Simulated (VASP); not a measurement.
# BaTe in VASP: notebook

The runs below take BaTe through single point, with PBE, r2SCAN.

All numbers are computed with VASP 6.6.1; they aren't measurements. Logs are shortened: lines on timing, memory, paths and dates and some standing lists are left out, and cuts for length are marked.

## (1) The cell of the first run

Symmetry: Fm-3m, No. 225, cubic system. The conventional cell has a = 7.065 Å, b = 7.065 Å, c = 7.065 Å, α = 90.00°, β = 90.00°, γ = 90.00°. Ba (site symmetry m-3m) has 6 Te at 3.53 Å within 4.6 Å. Te (site symmetry m-3m) has 6 Ba at 3.53 Å within 4.6 Å.

## (2) Single point, PBE

Contents of INCAR:

```
SYSTEM = BaTe
PREC = Accurate ; ENCUT = 520
EDIFF = 1E-7 ; ISMEAR = -1
SIGMA = 0.02 ; LREAL = .False.
LASPH = .True. ; NELM = 80
ALGO = Normal ; ISIF = 2
LWAVE = .False. ; LCHARG = .False.
GGA = PE ; NBANDS = 15
```

Contents of KPOINTS:

```
Automatic mesh
0
Gamma
  6 6 6
  0 0 0
```

Contents of POSCAR:

```
BaTe
1.0
    0.0000000000      3.5323868249      3.5323868249
    3.5323868249      0.0000000000      3.5323868249
    3.5323868249      3.5323868249      0.0000000000
Ba Te
1 1
Direct
    0.0000000000      0.0000000000      0.0000000000
    0.5000000000      0.5000000000      0.5000000000
```

Potentials or basis: VASP PAW PBE potentials, release 64 (Ba_sv, Te).

Run with:

```
$ cat potpaw_PBE.64/Ba_sv/POTCAR potpaw_PBE.64/Te/POTCAR > POTCAR
$ mpirun -np 1 vasp_std > vasp.out
```

OUTCAR:

```text
SYSTEM = BaTe
   PREC = Accurate
   ENCUT = 520
   EDIFF = 1E-7
   ISMEAR = -1
   LREAL = .False.
   LASPH = .True.
   NELM = 80
   ISIF = 2
   GGA = PE

 ion  position               nearest neighbor table
   1  0.000  0.000  0.000-   2 3.53   2 3.53   2 3.53   2 3.53   2 3.53   2 3.53
   2  0.500  0.500  0.500-   1 3.53   1 3.53   1 3.53   1 3.53   1 3.53   1 3.53

  LATTYP: Found a face centered cubic cell.
 ALAT       =     7.0647736498

  Lattice vectors:

 A1 = (   0.0000000000,   3.5323868249,   3.5323868249)
 A2 = (   3.5323868249,   0.0000000000,   3.5323868249)
 A3 = (   3.5323868249,   3.5323868249,   0.0000000000)

Analysis of symmetry for initial positions (statically):
=====================================================================
 Subroutine PRICEL returns:
 Original cell was already a primitive cell.

 Routine SETGRP: Setting up the symmetry group for a
 face centered cubic supercell.

 Subroutine GETGRP returns: Found 48 space group operations
 (whereof 48 operations were pure point group operations)
 out of a pool of 48 trial point group operations.

The static configuration has the point symmetry O_h .

Analysis of symmetry for dynamics (positions and initial velocities):
=====================================================================
 Subroutine PRICEL returns:
 Original cell was already a primitive cell.

 Routine SETGRP: Setting up the symmetry group for a
 face centered cubic supercell.

 Subroutine GETGRP returns: Found 48 space group operations
 (whereof 48 operations were pure point group operations)
 out of a pool of 48 trial point group operations.

The dynamic configuration has the point symmetry O_h .

 Subroutine INISYM returns: Found 48 space group operations
 (whereof 48 operations are pure point group operations),
 and found     1 'primitive' translations

----------------------------------------------------------------------------------------

                                     Primitive cell

  volume of cell :      88.1525

  direct lattice vectors                    reciprocal lattice vectors
     0.000000000  3.532386825  3.532386825    -0.141547352  0.141547352  0.141547352
     3.532386825  0.000000000  3.532386825     0.141547352 -0.141547352  0.141547352
     3.532386825  3.532386825  0.000000000     0.141547352  0.141547352 -0.141547352

  length of vectors
     4.995549355  4.995549355  4.995549355     0.245167205  0.245167205  0.245167205

  position of ions in fractional coordinates (direct lattice)
     0.000000000  0.000000000  0.000000000
     0.500000000  0.500000000  0.500000000

  ion indices of the primitive-cell ions
   primitive index   ion index
                 1           1
                 2           2

----------------------------------------------------------------------------------------

 KPOINTS: Automatic mesh

Automatic generation of k-mesh.
 Grid dimensions read from file:
 generate k-points for:    6    6    6

 Generating k-lattice:

  Cartesian coordinates                     Fractional coordinates (reciprocal lattice)
    -0.023591225  0.023591225  0.023591225     0.166666667  0.000000000  0.000000000
     0.023591225 -0.023591225  0.023591225     0.000000000  0.166666667  0.000000000
     0.023591225  0.023591225 -0.023591225     0.000000000  0.000000000  0.166666667

  Length of vectors
     0.040861201  0.040861201  0.040861201

  Shift w.r.t. Gamma in fractional coordinates (k-lattice)
     0.000000000  0.000000000  0.000000000

 Subroutine IBZKPT returns following result:
 ===========================================

 Found     16 irreducible k-points:

 Following reciprocal coordinates:
            Coordinates               Weight
  0.000000  0.000000  0.000000      1.000000
  0.166667  0.000000  0.000000      8.000000
  0.333333  0.000000  0.000000      8.000000
  0.500000  0.000000  0.000000      4.000000
  0.166667  0.166667  0.000000      6.000000
  0.333333  0.166667  0.000000     24.000000
[... 8 lines left out ...]
 -0.333333  0.333333  0.166667     24.000000
 -0.333333  0.500000  0.166667     12.000000
   k-points           NKPTS =     16   k-points in BZ     NKDIM =     16   number of bands    NBANDS=     15
   number of dos      NEDOS =    301   number of ions     NIONS =      2
   total plane-waves  NPLWV =  64000
   dimension x,y,z NGX =    40 NGY =   40 NGZ =   40
   dimension x,y,z NGXF=    80 NGYF=   80 NGZF=   80
   ions per type =               1   1
   NGX,Y,Z   is equivalent  to a cutoff of  13.31, 13.31, 13.31 a.u.
   NGXF,Y,Z  is equivalent  to a cutoff of  26.62, 26.62, 26.62 a.u.
 SYSTEM =  BaTe
   PREC   = accura    normal or accurate (medium, high low for compatibility)
   ISTART =      0    job   : 0-new  1-cont  2-samecut
   ICHARG =      2    charge: 1-file 2-atom 10-const
   ISPIN  =      1    spin polarized calculation?
   LNONCOLLINEAR =      F non collinear calculations
   LSORBIT =      F    spin-orbit coupling
   LASPH  =      T    aspherical Exc in radial PAW
   ENCUT  =  520.0 eV  38.22 Ry    6.18 a.u.   9.29  9.29  9.29*2*pi/ulx,y,z
   NELM   =     80;   NELMIN=  2; NELMDL= -5     # of ELM steps
   EDIFF  = 0.1E-06   stopping-criterion for ELM
   LREAL  =      F    real-space projection
   EDIFFG = 0.1E-05   stopping-criterion for IOM
   NSW    =      0    number of steps for IOM
   IBRION =     -1    ionic relax: 0-MD 1-quasi-New 2-CG
   NFREE  =      0    steps in history (QN), initial steepest desc. (CG)
   ISIF   =      2    stress and relaxation
   ISYM   =      2    0-nonsym 1-usesym 2-fastsym
   POTIM  = 0.5000    time-step for ionic-motion
   TEBEG  =    0.0;   TEEND  =   0.0 temperature during run
   PSTRESS=    0.0 pullay stress
   NELECT =      16.0000    total number of electrons
   NUPDOWN=      -1.0000    fix difference up-down
   EMIN   =  10.00;   EMAX   =-10.00  energy-range for DOS
   EFERMI =   0.00;   METHOD = LEGACY
   ISMEAR =    -1;   SIGMA  =   0.02  broadening in eV -4-tet -1-fermi 0-gaus
   EFERMI_NEDOS =   21; number of points for ismear=-14 and -15
   IALGO  =     38    algorithm
   IMIX   =      4    mixing-type and parameters
     AMIX     =   0.40;   BMIX     =  1.00
     AMIX_MAG =   1.60;   BMIX_MAG =  1.00
  volume/ion in A,a.u.               =      44.08       297.44
  Fermi-wavevector in a.u.,A,eV,Ry     =   0.926908  1.751602 11.689557  0.859158
  Thomas-Fermi vector in A             =   2.052921
   LORBIT       =      0    0 simple, 1 ext, 2 COOP (PROOUT), +10 PAW based schemes
   GGA     = PE    functional components
   LHFCALC =     F    Hartree Fock is set to
   AEXX    =    0.0000 exact exchange contribution
   IVDW    =     0    specifies the selected vdW correction
   LEPSILON=     F    determine dielectric tensor
   LRPA    =     F    only Hartree local field effects (RPA)
 non-spin polarized calculation
  energy-cutoff  :      520.00
  volume of cell :       88.15
 maximum number of plane-waves:      2421
 NGX is ok and might be reduce to    40
   NGX = 19   NGY = 19   NGZ = 19

 number of electron      16.0000000 magnetization

 Free energy of the ion-electron system (eV)
  ---------------------------------------------------
  ext. energy  EPLUGINS =         0.00000000
  ---------------------------------------------------
  free energy    TOTEN  =        -8.62822749 eV

  energy without entropy =       -8.62822749  energy(sigma->0) =       -8.62822749

 E-fermi :   2.4980     XC(G=0):  -8.1357

 val. band max:        2.1057862204   @ k =   0.0000   0.0000   0.0000
 cond. band min:       3.6833801238   @ k =   0.5000   0.5000   0.0000
 fundamental gap:      1.5775939034
 Fermi energy:         2.4979871483

 k-point     1 :       0.0000    0.0000    0.0000
  band No.  band energies     occupation
      1     -24.9875      2.00000
      2     -10.1322      2.00000
      3     -10.1322      2.00000
      4     -10.1322      2.00000
      5      -7.3751      2.00000
      6       2.1058      2.00000
      7       2.1058      2.00000
      8       2.1058      2.00000
      9       4.9099      0.00000
     10       5.0472      0.00000
     11       5.0472      0.00000
     12       5.0472      0.00000
     13       5.6352      0.00000
     14       5.6352      0.00000
     15       9.0891      0.00000

 k-point     2 :       0.1667    0.0000    0.0000
  band No.  band energies     occupation
      1     -24.9847      2.00000
      2     -10.2355      2.00000
      3     -10.1350      2.00000
      4     -10.1350      2.00000
      5      -7.2037      2.00000
      6       1.3284      2.00000
      7       1.7483      2.00000
      8       1.7483      2.00000
      9       5.0750      0.00000
     10       5.3727      0.00000
     11       5.3727      0.00000
     12       5.9842      0.00000
     13       6.3612      0.00000
     14       6.3612      0.00000
     15       9.8798      0.00000

 k-point     3 :       0.3333    0.0000    0.0000
  band No.  band energies     occupation
      1     -24.9790      2.00000
      2     -10.4167      2.00000
      3     -10.1405      2.00000
      4     -10.1405      2.00000
      5      -6.8758      2.00000
      6       0.3350      2.00000
      7       1.2346      2.00000
      8       1.2346      2.00000
      9       5.4948      0.00000
     10       6.2049      0.00000
     11       6.2049      0.00000
     12       7.3287      0.00000
     13       7.9405      0.00000
     14       7.9405      0.00000
     15      10.0365      0.00000
[... 199 lines left out ...]
 k-point    15 :      -0.3333    0.3333    0.1667
  band No.  band energies     occupation
      1     -24.9734      2.00000
      2     -10.3655      2.00000
      3     -10.2330      2.00000
      4     -10.1893      2.00000
      5      -6.9275      2.00000
      6       0.5758      2.00000
      7       1.1421      2.00000
      8       1.1842      2.00000
      9       5.6766      0.00000
     10       5.7898      0.00000
     11       7.3507      0.00000
     12       7.3509      0.00000
     13       7.5303      0.00000
     14       9.2282      0.00000
     15      10.0067      0.00000

 k-point    16 :      -0.3333    0.5000    0.1667
  band No.  band energies     occupation
      1     -24.9725      2.00000
      2     -10.2899      2.00000
      3     -10.2489      2.00000
      4     -10.2344      2.00000
      5      -7.0432      2.00000
      6       1.0567      2.00000
      7       1.0587      2.00000
      8       1.3679      2.00000
      9       4.6813      0.00000
     10       6.6040      0.00000
     11       6.7271      0.00000
     12       7.2837      0.00000
     13       7.7578      0.00000
     14       8.4508      0.00000
     15      10.0694      0.00000

------------------------ aborting loop because EDIFF is reached ----------------------------------------

  FORCE on cell =-STRESS in cart. coord.  units (eV):
  Direction    XX          YY          ZZ          XY          YZ          ZX
  --------------------------------------------------------------------------------------
  -------------------------------------------------------------------------------------
  Total        0.1659842      0.1659842      0.1659842      0.0000000     -0.0000000      0.0000000
  in kB        3.0167720      3.0167720      3.0167720      0.0000000     -0.0000000      0.0000000
  external PRESSURE =       3.0167720 kB  Pullay stress =       0.0000000 kB

 VOLUME and BASIS-vectors are now :
 -----------------------------------------------------------------------------
  energy-cutoff  :      520.00
  volume of cell :       88.15
      direct lattice vectors                 reciprocal lattice vectors
     0.000000000  3.532386825  3.532386825    -0.141547352  0.141547352  0.141547352
     3.532386825  0.000000000  3.532386825     0.141547352 -0.141547352  0.141547352
     3.532386825  3.532386825  0.000000000     0.141547352  0.141547352 -0.141547352

 POSITION                                       TOTAL-FORCE (eV/Angst)
 -----------------------------------------------------------------------------------
      0.00000      0.00000      0.00000        -0.000000     -0.000000      0.000000
      3.53239      3.53239      3.53239         0.000000      0.000000      0.000000
 -----------------------------------------------------------------------------------
    total drift:                                0.000000     -0.000000     -0.000000

  FREE ENERGIE OF THE ION-ELECTRON SYSTEM (eV)
  ---------------------------------------------------
  free  energy   TOTEN  =        -8.6282274870 eV

  energy  without entropy=       -8.6282274869  energy(sigma->0) =       -8.62822749
```

Run time: 54 s. Hardware: 1 thread of Intel Xeon 8259CL, shared host; peak memory 0.24 GiB.

Results:

```yaml
Free_energy: -8.6282 eV
Pressure: 0.3 GPa
Band_gap_on_the_k_mesh: 1.58 eV (least direct gap 1.96 eV)
```

Caveat: spin-orbit coupling is left out, which moves the levels of the heavy elements. A k mesh can miss the band edges.

## (3) Single point, PBE (strain +3.0%)

Contents of INCAR:

```
SYSTEM = BaTe
PREC = Accurate
ENCUT = 520
EDIFF = 1E-6
ISMEAR = -1
SIGMA = 0.02
LREAL = .False.
LASPH = .True.
NELM = 100
ALGO = Normal
ISIF = 2
LWAVE = .False.
LCHARG = .False.
GGA = PE
NBANDS = 15
```

Contents of KPOINTS:

```
regular mesh
0
Gamma
  6 6 6
  0 0 0
```

Contents of POSCAR:

```
BaTe
1.0
    0.0000000000      3.6383584296      3.6383584296
    3.6383584296      0.0000000000      3.6383584296
    3.6383584296      3.6383584296      0.0000000000
Ba Te
1 1
Direct
    0.0000000000      0.0000000000      0.0000000000
    0.5000000000      0.5000000000      0.5000000000
```

Potentials or basis: VASP PAW PBE potentials, release 64 (Ba_sv, Te).

Run with:

```
$ cat potpaw_PBE.64/Ba_sv/POTCAR potpaw_PBE.64/Te/POTCAR > POTCAR
$ mpirun -np 1 vasp_std > vasp.out
```

Wall time 54 s (1 thread of Intel Xeon 8259CL, shared host); peak memory 0.25 GiB.

It converged, with:

```yaml
Free_energy: -8.5839 eV
Pressure: -1.9 GPa
Band_gap_on_the_k_mesh: 1.74 eV (least direct gap 2.11 eV)
```

Levels at points of the mesh, in eV from the valence-band top:
```csv
k point,band 5,band 6,band 7,band 8,band 9,band 10,band 11,band 12
"(0.00, 0.00, 0.00)",-9.30,0.00,0.00,0.00,2.48,2.97,2.97,2.97
"(0.50, 0.00, 0.00)",-8.84,-1.94,-0.92,-0.92,4.02,4.47,4.62,4.62
"(0.50, 0.50, 0.00)",-9.13,-1.08,-0.37,-0.37,1.74,4.16,4.22,5.08
```

Caveat: the cell differs from its parent crystal (strain +3.0%); spin-orbit coupling is left out, which moves the levels of the heavy elements.

## (4) Single point, PBE (shear xy strain -1.0%)

Contents of INCAR:

```
PREC = Accurate
ENCUT = 520
EDIFF = 1E-7
ISMEAR = 0
SIGMA = 0.01
LREAL = False
LASPH = True
NELM = 60
ALGO = Normal
ISIF = 2
LWAVE = False
LCHARG = True
GGA = PE
LELF = True
LVHAR = True
NBANDS = 15
```

Contents of KPOINTS:

```
regular mesh
0
Gamma
  4 4 4
```

Contents of POSCAR:

```
BaTe
1.0
   -0.0176619341      3.5323868249      3.5323868249
    3.5323868249     -0.0176619341      3.5323868249
    3.5147248908      3.5147248908      0.0000000000
Ba Te
1 1
Direct
    0.0000000000      0.0000000000      0.0000000000
    0.5000000000      0.5000000000      0.5000000000
```

Run with:

```
$ cat potpaw_PBE.64/Ba_sv/POTCAR potpaw_PBE.64/Te/POTCAR > POTCAR
$ mpirun -np 1 vasp_std > vasp.out
```

It took 58 s on 1 thread of Intel Xeon 8259CL, shared host; peak memory 0.24 GiB.

The run converged. Its results:

```
Free energy            : -8.6195 eV
Pressure               : 0.4 GPa
Band gap on the k mesh : 1.56 eV (least direct gap 1.93 eV)
```

Stress tensor (GPa, compression positive):
```
0.35 0.11 0.00
0.11 0.35 0.00
0.00 0.00 0.35
```

Levels at points of the mesh, in eV from the valence-band top:
```
           k point  band 5  band 6  band 7  band 8  band 9  band 10  band 11  band 12
(0.00, 0.00, 0.00)   -9.50   -0.03   -0.02    0.00    2.78     2.89     2.92     2.95
(0.50, 0.00, 0.00)   -8.84   -2.18   -1.09   -1.07    4.14     4.64     4.78     4.82
(0.50, 0.50, 0.00)   -9.30   -1.14   -0.42   -0.38    1.56     4.36     4.50     5.44
(0.00, 0.00, 0.50)   -8.84   -2.18   -1.12   -1.09    4.13     4.66     4.79     4.85
(0.50, 0.00, 0.50)   -9.30   -1.14   -0.40   -0.40    1.56     4.36     4.50     5.44
```

Caveat: the cell differs from its parent crystal (shear xy strain -1.0%); spin-orbit coupling is left out, which moves the levels of the heavy elements.

(Continued in part 2 of 2.)
